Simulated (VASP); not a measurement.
A run of VASP 6.6.1:

File INCAR:

```
SYSTEM = TiAl3
PREC = Accurate
ENCUT = 520
EDIFF = 1E-6
ISMEAR = 0
SIGMA = 0.1
LREAL = .FALSE.
LASPH = .TRUE.
NELM = 80
ALGO = Normal
ISIF = 2
LWAVE = .FALSE.
LCHARG = .FALSE.
GGA = PE
NBANDS = 18
```

KPOINTS

```
regular mesh
0
G
  6 6 6
  0 0 0
```

The input POSCAR:

```
TiAl3
1.0
   -1.9111067713      1.9111067713      4.2806687947
    1.9111067713     -1.9111067713      4.2806687947
    1.9111067713      1.9111067713     -4.2806687947
Ti Al
1 3
Direct
    0.0000000000      0.0000000000      0.0000000000
    0.5000000000      0.5000000000      0.0000000000
    0.7500000000      0.2500000000      0.5000000000
    0.2500000000      0.7500000000      0.5000000000
```

Potentials or basis: VASP PAW PBE potentials, release 64 (Ti_sv, Al).

Run with:

```sh
$ cat potpaw_PBE.64/Ti_sv/POTCAR potpaw_PBE.64/Al/POTCAR > POTCAR
$ mpirun -np 1 vasp_std > vasp.out
```

Hardware: 1 thread of Intel(R) Xeon(R) Platinum 8375C CPU @ 2.90GHz (Ice Lake) (shared host).

Q: How long does it take, and how much memory?

A: Run time: 32 s on 1 thread of Intel(R) Xeon(R) Platinum 8375C CPU @ 2.90GHz (Ice Lake), on a shared host, peak memory 0.25 GiB. Counts: scf iterations 13, k points 30.
